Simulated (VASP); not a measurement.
# H (Cmcm) in VASP: notebook

Runs on H. Level: LDA. Tasks: single point.

Everything below comes from runs of VASP 6.6.1. Logs are shortened: lines on timing, memory, paths and dates and some standing lists are left out, and cuts for length are marked.

### Step 1. The cell of the first run

The structure is orthorhombic, space group Cmcm (No. 63). Conventional cell: a = 3.198 Å, b = 5.299 Å, c = 6.314 Å, α = 90.00°, β = 90.00°, γ = 90.00°. Within 1.0 Å of H (site symmetry m) lie 1 H at 0.72 Å.

### Step 2. Single point, LDA (strain -0.0300 x Voigt [1, 1, 0, 0, 0, 0])

INCAR reads:

```
ALGO = Normal
EDIFF = 1E-6
ENCUT = 520
GGA = CA
ISIF = 2
ISMEAR = 0
LASPH = T
LCHARG = F
LREAL = F
LWAVE = F
NBANDS = 10
NELM = 100
PREC = Accurate
SIGMA = 0.05
```

KPOINTS reads:

```
k-points
0
Gamma
  8 8 4
```

POSCAR reads:

```
H
1.0
    1.5990759042     -2.6497375831      0.0000000000
    1.5990759042      2.6497375831      0.0000000000
    0.0000000000      0.0000000000      6.3137686200
H
4
Direct
    0.5678085000      0.4321915000      0.9995149500
    0.4321915000      0.5678085000      0.0004850500
    0.4321915000      0.5678085000      0.4995149500
    0.5678085000      0.4321915000      0.5004850500
```

Potentials or basis: VASP PAW LDA potentials, release 64 (H).

Command:

```bash
$ cat potpaw_LDA.64/H/POTCAR > POTCAR
$ mpirun -np 1 vasp_std > vasp.out
```

OUTCAR:

```text
EDIFF = 1E-6
   ENCUT = 520
   GGA = CA
   ISIF = 2
   ISMEAR = 0
   LASPH = T
   LREAL = F
   NELM = 100
   PREC = Accurate

 ion  position               nearest neighbor table
   1  0.568  0.432  1.000-   2 0.72
   2  0.432  0.568  0.000-   1 0.72
   3  0.432  0.568  0.500-   4 0.72
   4  0.568  0.432  0.500-   3 0.72

  LATTYP: Found a base centered orthorhombic cell.
 ALAT       =     3.1981518084
 B/A-ratio  =     1.6570430310
 C/A-ratio  =     1.9741929084

  Lattice vectors:

 A1 = (   1.5990759042,  -2.6497375831,   0.0000000000)
 A2 = (   1.5990759042,   2.6497375831,   0.0000000000)
 A3 = (   0.0000000000,   0.0000000000,   6.3137686200)

Analysis of symmetry for initial positions (statically):
=====================================================================
 Subroutine PRICEL returns:
 Original cell was already a primitive cell.

 Routine SETGRP: Setting up the symmetry group for a
 base centered orthorhombic supercell.

 Subroutine GETGRP returns: Found  8 space group operations
 (whereof  4 operations were pure point group operations)
 out of a pool of  8 trial point group operations.

The static configuration has the point symmetry C_2h.
 The point group associated with its full space group is D_2h.

Analysis of symmetry for dynamics (positions and initial velocities):
=====================================================================
 Subroutine PRICEL returns:
 Original cell was already a primitive cell.

 Routine SETGRP: Setting up the symmetry group for a
 base centered orthorhombic supercell.

 Subroutine GETGRP returns: Found  8 space group operations
 (whereof  4 operations were pure point group operations)
 out of a pool of  8 trial point group operations.

The dynamic configuration has the point symmetry C_2h.
 The point group associated with its full space group is D_2h.

 Subroutine INISYM returns: Found  8 space group operations
 (whereof  4 operations are pure point group operations),
 and found     1 'primitive' translations

----------------------------------------------------------------------------------------

                                     Primitive cell

  volume of cell :      53.5045

  direct lattice vectors                    reciprocal lattice vectors
     1.599075904 -2.649737583  0.000000000     0.312680592 -0.188697931  0.000000000
     1.599075904  2.649737583  0.000000000     0.312680592  0.188697931  0.000000000
     0.000000000  0.000000000  6.313768620     0.000000000  0.000000000  0.158384011

  length of vectors
     3.094859125  3.094859125  6.313768620     0.365206875  0.365206875  0.158384011

  position of ions in fractional coordinates (direct lattice)
     0.567808500  0.432191500  0.999514950
     0.432191500  0.567808500  0.000485050
     0.432191500  0.567808500  0.499514950
     0.567808500  0.432191500  0.500485050

  ion indices of the primitive-cell ions
   primitive index   ion index
                 1           1
                 2           2
                 3           3
                 4           4

----------------------------------------------------------------------------------------

 KPOINTS: k-points

Automatic generation of k-mesh.
 Grid dimensions read from file:
 generate k-points for:    8    8    4

 Generating k-lattice:

  Cartesian coordinates                     Fractional coordinates (reciprocal lattice)
     0.039085074 -0.023587241  0.000000000     0.125000000  0.000000000  0.000000000
     0.039085074  0.023587241  0.000000000     0.000000000  0.125000000  0.000000000
     0.000000000  0.000000000  0.039596003     0.000000000  0.000000000  0.250000000

  Length of vectors
     0.045650859  0.045650859  0.039596003

  Shift w.r.t. Gamma in fractional coordinates (k-lattice)
     0.000000000  0.000000000  0.000000000

 Subroutine IBZKPT returns following result:
 ===========================================

 Found     63 irreducible k-points:

 Following reciprocal coordinates:
            Coordinates               Weight
  0.000000  0.000000  0.000000      1.000000
  0.125000  0.000000  0.000000      4.000000
  0.250000  0.000000  0.000000      4.000000
  0.375000  0.000000  0.000000      4.000000
  0.500000  0.000000  0.000000      2.000000
  0.125000  0.125000  0.000000      2.000000
[... 16 lines left out ...]
  0.125000  0.000000  0.250000      8.000000
  0.250000  0.000000  0.250000      8.000000
 [... further k-points ...]
   k-points           NKPTS =     63   k-points in BZ     NKDIM =     63   number of bands    NBANDS=     10
   number of dos      NEDOS =    301   number of ions     NIONS =      4
   total plane-waves  NPLWV =  27648
   dimension x,y,z NGX =    24 NGY =   24 NGZ =   48
   dimension x,y,z NGXF=    48 NGYF=   48 NGZF=   96
   ions per type =               4
   NGX,Y,Z   is equivalent  to a cutoff of  12.89, 12.89, 12.64 a.u.
   NGXF,Y,Z  is equivalent  to a cutoff of  25.78, 25.78, 25.28 a.u.
 SYSTEM =  unknown system
   PREC   = accura    normal or accurate (medium, high low for compatibility)
   ISTART =      0    job   : 0-new  1-cont  2-samecut
   ICHARG =      2    charge: 1-file 2-atom 10-const
   ISPIN  =      1    spin polarized calculation?
   LNONCOLLINEAR =      F non collinear calculations
   LSORBIT =      F    spin-orbit coupling
   LASPH  =      T    aspherical Exc in radial PAW
   ENCUT  =  520.0 eV  38.22 Ry    6.18 a.u.   5.75  5.75 11.74*2*pi/ulx,y,z
   NELM   =    100;   NELMIN=  2; NELMDL= -5     # of ELM steps
   EDIFF  = 0.1E-05   stopping-criterion for ELM
   LREAL  =      F    real-space projection
   EDIFFG = 0.1E-04   stopping-criterion for IOM
   NSW    =      0    number of steps for IOM
   IBRION =     -1    ionic relax: 0-MD 1-quasi-New 2-CG
   NFREE  =      0    steps in history (QN), initial steepest desc. (CG)
   ISIF   =      2    stress and relaxation
   ISYM   =      2    0-nonsym 1-usesym 2-fastsym
   POTIM  = 0.5000    time-step for ionic-motion
   TEBEG  =    0.0;   TEEND  =   0.0 temperature during run
   PSTRESS=    0.0 pullay stress
   NELECT =       4.0000    total number of electrons
   NUPDOWN=      -1.0000    fix difference up-down
   EMIN   =  10.00;   EMAX   =-10.00  energy-range for DOS
   EFERMI =   0.00;   METHOD = LEGACY
   ISMEAR =     0;   SIGMA  =   0.05  broadening in eV -4-tet -1-fermi 0-gaus
   EFERMI_NEDOS =   21; number of points for ismear=-14 and -15
   IALGO  =     38    algorithm
   IMIX   =      4    mixing-type and parameters
     AMIX     =   0.40;   BMIX     =  1.00
     AMIX_MAG =   1.60;   BMIX_MAG =  1.00
  volume/ion in A,a.u.               =      13.38        90.27
  Fermi-wavevector in a.u.,A,eV,Ry     =   0.689654  1.303257  6.471240  0.475623
  Thomas-Fermi vector in A             =   1.770800
   LORBIT       =      0    0 simple, 1 ext, 2 COOP (PROOUT), +10 PAW based schemes
   GGA     = CA    functional components
   LHFCALC =     F    Hartree Fock is set to
   AEXX    =    0.0000 exact exchange contribution
   IVDW    =     0    specifies the selected vdW correction
   LEPSILON=     F    determine dielectric tensor
   LRPA    =     F    only Hartree local field effects (RPA)
 non-spin polarized calculation
 Gauss-broadening in eV      SIGMA  =   0.05
  energy-cutoff  :      520.00
  volume of cell :       53.50
 maximum number of plane-waves:      1455
   NGX = 11   NGY = 11   NGZ = 23

 number of electron       3.9999998 magnetization

 Free energy of the ion-electron system (eV)
  ---------------------------------------------------
  ext. energy  EPLUGINS =         0.00000000
  ---------------------------------------------------
  free energy    TOTEN  =       -13.43747273 eV

  energy without entropy =      -13.43747273  energy(sigma->0) =      -13.43747273

 E-fermi :  -8.2193     XC(G=0):  -5.4368

 val. band max:       -8.4555557565   @ k =   0.3750   0.3750   0.0000
 cond. band min:      -0.4811403469   @ k =   0.5000   0.5000   0.0000
 fundamental gap:      7.9744154097
 Fermi energy:        -8.2192959585

 k-point     1 :       0.0000    0.0000    0.0000
  band No.  band energies     occupation
      1     -10.6644      2.00000
      2      -9.9168      2.00000
      3       0.2001      0.00000
      4       3.6775      0.00000
      5       8.5380      0.00000
      6       9.1052      0.00000
      7       9.5407      0.00000
      8       9.9502      0.00000
      9      12.6184      0.00000
     10      13.4636      0.00000

 k-point     2 :       0.1250    0.0000    0.0000
  band No.  band energies     occupation
      1     -10.4959      2.00000
      2      -9.7726      2.00000
      3       0.5075      0.00000
      4       3.3428      0.00000
      5       7.0808      0.00000
      6       8.3711      0.00000
      7       9.8357      0.00000
      8      10.2172      0.00000
      9      11.2480      0.00000
     10      13.2573      0.00000

 k-point     3 :       0.2500    0.0000    0.0000
  band No.  band energies     occupation
      1     -10.0487      2.00000
      2      -9.3957      2.00000
      3       1.4251      0.00000
      4       2.2622      0.00000
      5       4.9381      0.00000
      6       7.4963      0.00000
      7       9.6980      0.00000
      8       9.9468      0.00000
      9      10.7058      0.00000
     10      11.5096      0.00000
[... 248 lines left out ...]
 k-point    23 :       0.1250    0.0000    0.2500
  band No.  band energies     occupation
      1     -10.4020      2.00000
      2      -9.8927      2.00000
      3       0.9287      0.00000
      4       2.9792      0.00000
      5       7.0148      0.00000
      6       7.6773      0.00000
      7       9.4660      0.00000
      8      10.0411      0.00000
      9      12.4131      0.00000
     10      14.0985      0.00000

 k-point    24 :       0.2500    0.0000    0.2500
  band No.  band energies     occupation
      1      -9.9627      2.00000
      2      -9.5024      2.00000
      3       1.7095      0.00000
      4       2.2835      0.00000
      5       4.9341      0.00000
      6       6.7174      0.00000
      7       9.1593      0.00000
      8       9.7201      0.00000
      9      10.8012      0.00000
     10      11.6149      0.00000

 [... further k-points ...]

------------------------ aborting loop because EDIFF is reached ----------------------------------------

  FORCE on cell =-STRESS in cart. coord.  units (eV):
  Direction    XX          YY          ZZ          XY          YZ          ZX
  --------------------------------------------------------------------------------------
  -------------------------------------------------------------------------------------
  Total       -0.2014542      2.4304185     -0.1555368      0.0000000     -0.0000000      0.0000000
  in kB       -6.0324861     72.7781555     -4.6575019      0.0000000     -0.0000000      0.0000000
  external PRESSURE =      20.6960558 kB  Pullay stress =       0.0000000 kB

 VOLUME and BASIS-vectors are now :
 -----------------------------------------------------------------------------
  energy-cutoff  :      520.00
  volume of cell :       53.50
      direct lattice vectors                 reciprocal lattice vectors
     1.599075904 -2.649737583  0.000000000     0.312680592 -0.188697931  0.000000000
     1.599075904  2.649737583  0.000000000     0.312680592  0.188697931  0.000000000
     0.000000000  0.000000000  6.313768620     0.000000000  0.000000000  0.158384011

 POSITION                                       TOTAL-FORCE (eV/Angst)
 -----------------------------------------------------------------------------------
      1.59908     -0.35935      6.31071         0.000000     -1.883340     -0.016282
      1.59908      0.35935      0.00306         0.000000      1.883340      0.016282
      1.59908      0.35935      3.15382         0.000000      1.883340     -0.016282
      1.59908     -0.35935      3.15995         0.000000     -1.883340      0.016282
 -----------------------------------------------------------------------------------
    total drift:                                0.000000      0.000000      0.000000

  FREE ENERGIE OF THE ION-ELECTRON SYSTEM (eV)
  ---------------------------------------------------
  free  energy   TOTEN  =       -13.4374727263 eV

  energy  without entropy=      -13.4374727263  energy(sigma->0) =      -13.43747273
```

Wall time 14 s (1 thread of Intel Xeon Platinum 8375C at 2.90GHz (Ice Lake), shared host); peak memory 0.15 GiB.

What came out:

```
Free energy            : -13.4375 eV
Pressure               : 2.1 GPa
Largest force          : 1.883 eV/Å
Band gap on the k mesh : 7.97 eV
```

Forces on the atoms (eV/Å):
```
H    0.000 -1.883 -0.016
H    0.000  1.883  0.016
H    0.000  1.883 -0.016
H    0.000 -1.883  0.016
```

Caveat: the cell differs from its parent crystal (strain -0.0300 x Voigt [1, 1, 0, 0, 0, 0]); forces of over 1 eV/Å act on the atoms, so gaps and moduli don't describe the material at rest. A k mesh can miss the band edges.

### Step 3. Single point, LDA (strain -0.0150 x Voigt [1, 1, 0, 0, 0, 0])

INCAR reads:

```
SYSTEM = H
ALGO = Normal
EDIFF = 1E-6
ENCUT = 520
ISIF = 2
ISMEAR = 0
LASPH = .TRUE.
LCHARG = .TRUE.
LELF = .TRUE.
LREAL = .FALSE.
LVHAR = .TRUE.
LWAVE = .FALSE.
NBANDS = 10
NELM = 100
PREC = Accurate
SIGMA = 0.05
```

KPOINTS reads:

```
k-points
0
G
  8 8 4
  0 0 0
```

Edit POSCAR of step 2 so:

```diff
@@ -2,4 +2,4 @@
 1.0
-    1.5990759042     -2.6497375831      0.0000000000
-    1.5990759042      2.6497375831      0.0000000000
+    1.6238038821     -2.6907129066      0.0000000000
+    1.6238038821      2.6907129066      0.0000000000
     0.0000000000      0.0000000000      6.3137686200
```

Potentials or basis: VASP PAW LDA potentials, release 64 (H).

Command:

```bash
$ cat potpaw_LDA.64/H/POTCAR > POTCAR
$ mpirun -np 1 vasp_std > vasp.out
```

Wall time 16 s (1 thread of Intel Xeon Platinum 8375C at 2.90GHz (Ice Lake), shared host); peak memory 0.15 GiB.

Results (log left out):

* Free energy: -13.4685 eV
* Pressure: 1.4 GPa
* Largest force: 1.416 eV/Å
* Band gap on the k mesh: 7.89 eV

Forces in eV/Å, atoms in the order of the input:
```
H    0.000 -1.416 -0.012
H    0.000  1.416  0.012
H    0.000  1.416 -0.012
H    0.000 -1.416  0.012
```

Stress tensor (GPa, compression positive):
```
-0.60  0.00  0.00
 0.00  5.17  0.00
 0.00  0.00 -0.45
```

Levels at points of the mesh, in eV from the valence-band top:
| k point | band 1 | band 2 | band 3 | band 4 | band 5 |
| --- | --- | --- | --- | --- | --- |
| (0.00, 0.00, 0.00) | -2.12 | -1.37 | 8.67 | 12.01 | 16.72 |
| (0.50, 0.00, 0.00) | -0.81 | -0.29 | 8.74 | 11.04 | 12.72 |
| (0.50, 0.50, 0.00) | -0.50 | -0.01 | 7.89 | 9.81 | 13.26 |
| (0.00, 0.00, 0.50) | -1.77 | -1.77 | 10.25 | 10.25 | 16.68 |
| (0.50, 0.00, 0.50) | -0.56 | -0.56 | 9.56 | 9.56 | 14.22 |
| (0.50, 0.50, 0.50) | -0.26 | -0.26 | 8.62 | 8.62 | 14.46 |

Caveat: the cell differs from its parent crystal (strain -0.0150 x Voigt [1, 1, 0, 0, 0, 0]); forces of over 1 eV/Å act on the atoms, so gaps and moduli don't describe the material at rest. A k mesh can miss the band edges.
